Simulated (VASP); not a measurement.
Set up this calculation in VASP 6.6.1, as the native input.

| Quantity | Value |
| --- | --- |
| Task | single point |
| Functional | PBEsol |
| Potentials or basis | VASP PAW PBE potentials, release 64 (Sn_d) |
| Cutoff | 500 eV |
| k mesh | 20 × 20 × 20 |
| Occupations | gaussian, width 0.1 eV |
| Spin | no spin polarisation |
| Dipole correction | no |
| Further INCAR settings | ALGO = Normal; EDIFF = 1e-06; NBANDS = 13 |

The structure of Sn lies in POSCAR:

```
Sn
1.0
   -1.4948950928      1.4948950928      1.4948950928
    1.4948950928     -1.4948950928      1.4948950928
    1.4948950928      1.4948950928     -1.4948950928
Sn
1
Direct
    0.0000000000      0.0000000000      0.0000000000
```

One way to write it, as run:

INCAR

```
  PREC = Accurate
  ENCUT = 500
  EDIFF = 1E-6
  ISMEAR = 0
  SIGMA = 0.1
  LREAL = False
  LASPH = True
  NELM = 120
  ALGO = Normal
  ISIF = 2
  LWAVE = False
  LCHARG = False
  GGA = PS
  NBANDS = 13
  GGA_COMPAT = False
```

KPOINTS

```
Automatic mesh
0
Gamma
  20 20 20
```

Potentials or basis: VASP PAW PBE potentials, release 64 (Sn_d).

Command:

```console
$ cat potpaw_PBE.64/Sn_d/POTCAR > POTCAR
$ mpirun -np 1 vasp_std > vasp.out
```

It gave:

| Quantity | Value |
| --- | --- |
| Pressure | 190.6 GPa |
| Band gap on the k mesh | zero (band 7 reaches 32.61 eV, above the bottom of band 8 at 15.40 eV) |

Caveat: the PAW data sets were made with another functional, which shifts forces and pressure a little; spin-orbit coupling is left out, which moves the levels of the heavy elements.

Run time: 14 s on 1 thread of Intel(R) Xeon(R) 6975P-C (Granite Rapids), on a shared host, peak memory 0.16 GiB.
